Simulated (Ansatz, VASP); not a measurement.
# Two plane-wave programs on Re

Contents of INCAR:

```
ALGO = Normal
EDIFF = 1E-7
ENCUT = 520
GGA = PS
ISIF = 2
ISMEAR = -1
LASPH = True
LCHARG = False
LREAL = False
LWAVE = False
NBANDS = 18
NELM = 80
PREC = Accurate
SIGMA = 0.1
```

Contents of KPOINTS:

```
k-points
0
Gamma
  10 10 13
```

Contents of POSCAR:

```
Re
1.0
    4.3985123399      0.0000000000      0.0000000000
   -2.1992561700      3.8092234252      0.0000000000
    0.0000000000      0.0000000000      2.7535400030
Re
3
Direct
    0.0000000000      1.0000000000      1.0000000000
    0.3333333333      0.6666666667      0.5000000000
    0.6666666667      0.3333333333      0.5000000000
```

Input for Ansatz:

```yaml
crystal:
  lattice:
    - [4.3985123399, 0.0, 0.0]
    - [-2.19925617, 3.8092234252, 0.0]
    - [0.0, 0.0, 2.753540003]
  atoms:
    - { symbol: Re, position: [0.0, 1.0, 1.0] }
    - { symbol: Re, position: [0.3333333333, 0.6666666667, 0.5] }
    - { symbol: Re, position: [0.6666666667, 0.3333333333, 0.5] }
hamiltonian:
  xc: pbesol
  pseudopotentials:
    kind: paw
    azcp:
      Re: "pseudopotentials/Re.paw.azcp"
basis:
  ecutwfc: 420
  fft_grid_basis: typed
kpoints:
  mp_grid: { grid: [10, 10, 13], shift: [0, 0, 0] }
magnetization:
  spin_polarized: false
scf:
  occupations: { method: fermi_dirac, width: 0.1 }
  lower_state_search: "off"
output:
  stress: true
  write_density: true
  write_potential: true
  elf: true
  volumetric_format: npy
```

Alike in both runs: task single point; functional PBEsol; k mesh 10 × 10 × 13; occupations fermi-dirac, width 0.1 eV; no spin polarisation.

|  | VASP | Ansatz |
| --- | --- | --- |
| version | VASP 6.6.1 | Ansatz 0.2.0 |
| potentials or method | VASP PAW PBE potentials, release 64 (Re), cutoff 520 eV | plane waves (420 eV) with PAW, scalar-relativistic |
| valence electrons in the cell | 21 | 45 |

Ansatz gave:

```
pressure (GPa)                                                : -13.4
traceless stress, the component that is largest in VASP (GPa) : 0.77
```

Problem. What did VASP give for the same quantities?

Solution. Pressure (GPa): -13.9; traceless stress, the component that is largest in VASP (GPa): 1.20.

VASP's potentials were made for PBE, not for PBEsol, and Ansatz warns of the same on its side. VASP's potentials hold 21 valence electrons a cell and Ansatz's 45, so a difference there can come from the potentials and not from the codes.

Neither program's run includes spin-orbit coupling.
